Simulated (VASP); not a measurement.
**Si: single point with PBE**

The system is Si.

```
CELL_PARAMETERS angstrom
5.43100 0.00000 0.00000
0.00000 5.43100 0.00000
0.00000 0.00000 5.43100
ATOMIC_POSITIONS crystal
Si 0.01001 0.99987 0.00018
Si 0.00005 0.49004 0.50018
Si 0.49984 0.00012 0.51489
Si 0.49990 0.49993 0.00010
Si 0.25018 0.26008 0.24993
Si 0.24985 0.74991 0.73989
Si 0.76000 0.25000 0.74985
Si 0.74988 0.75015 0.25008
```

```json
{
  "Program": "VASP 6.6.1",
  "Task": "single point",
  "Functional": "PBE",
  "Potentials or basis": "VASP PAW PBE potentials, release 64 (Si)",
  "Cutoff": "500 eV",
  "k mesh": "1 × 1 × 1",
  "Occupations": "gaussian, width 0.01 eV",
  "Spin": "no spin polarisation"
}
```

```json
{
 "Pressure": "10.8 GPa",
 "Largest force": "1.189 eV/Å",
 "Band gap on the k mesh": "0.26 eV"
}
```

Forces in eV/Å, atoms in the order of the input:
```
Si   0.172 -0.075 -0.002
Si  -0.330  0.857 -0.617
Si   0.315  0.741 -0.875
Si   0.226  0.366 -0.762
Si   0.475 -0.776  0.395
Si  -0.426 -0.925  0.559
Si  -0.224 -0.325  0.965
Si  -0.209  0.138  0.337
```

Stress tensor (GPa, compression positive):
```
10.92  1.51 -1.07
 1.51 10.60 -0.07
-1.07 -0.07 10.80
```

Levels at points of the mesh, in eV from the valence-band top:
```csv
k point,band 12,band 13,band 14,band 15,band 16,band 17,band 18,band 19,band 20,band 21
"(0.00, 0.00, 0.00)",-3.07,-3.01,-0.40,-0.18,0.00,0.26,0.34,0.40,0.43,0.51
```

It used 12 s of CPU time on 1 thread of AMD EPYC 7R13 Processor (Zen 3) (shared host).

Caveat: the k points lie up to 1.16 Å⁻¹ apart; forces of over 1 eV/Å act on the atoms, so gaps and moduli don't describe the material at rest. A k mesh can miss the band edges.
